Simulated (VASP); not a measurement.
Set up this calculation in VASP 6.6.1, as the native input.

```
Task                   : single point
Functional             : PBE
Potentials or basis    : VASP PAW PBE potentials, release 64 (Tl_d, Cu)
Cutoff                 : 520 eV
k mesh                 : 5 × 5 × 5
Occupations            : fermi-dirac, width 0.05 eV
Spin                   : no spin polarisation
Dipole correction      : no
Further INCAR settings : ALGO = Normal; EDIFF = 1e-06; NBANDS = 33
```

The structure of Tl3Cu lies in POSCAR:

```
Tl3Cu
1.0
    4.6226580400      0.0000000000      0.0000000000
    0.0000000000      4.6226580400      0.0000000000
    0.0000000000      0.0000000000      4.7169980000
Tl Cu
3 1
Direct
    0.5000000000      0.5000000000      0.0000000000
    0.5000000000      0.0000000000      0.5000000000
    0.0000000000      0.5000000000      0.5000000000
    0.0000000000      0.0000000000      0.0000000000
```

One way to write it, as run:

INCAR

```
ALGO = Normal ; EDIFF = 1E-6
ENCUT = 520 ; GGA = PE
ISIF = 2 ; ISMEAR = -1
LASPH = True ; LCHARG = False
LREAL = False ; LWAVE = False
NBANDS = 33 ; NELM = 60
PREC = Accurate ; SIGMA = 0.05
```

KPOINTS

```
k-points
0
Gamma
  5 5 5
```

Potentials or basis: VASP PAW PBE potentials, release 64 (Tl_d, Cu).

Launch:

```bash
$ cat potpaw_PBE.64/Tl_d/POTCAR potpaw_PBE.64/Cu/POTCAR > POTCAR
$ mpirun -np 1 vasp_std > vasp.out
```

It gave:

The pressure is 1.4 GPa and the band gap on the k mesh is zero (bands 25 and 26 overlap by 2.60 eV).

Caveat: spin-orbit coupling is left out, which moves the levels of the heavy elements.

Wall time 35 s on 1 thread of Intel(R) Xeon(R) Platinum 8488C (Sapphire Rapids) (shared host), peak memory 0.22 GiB.
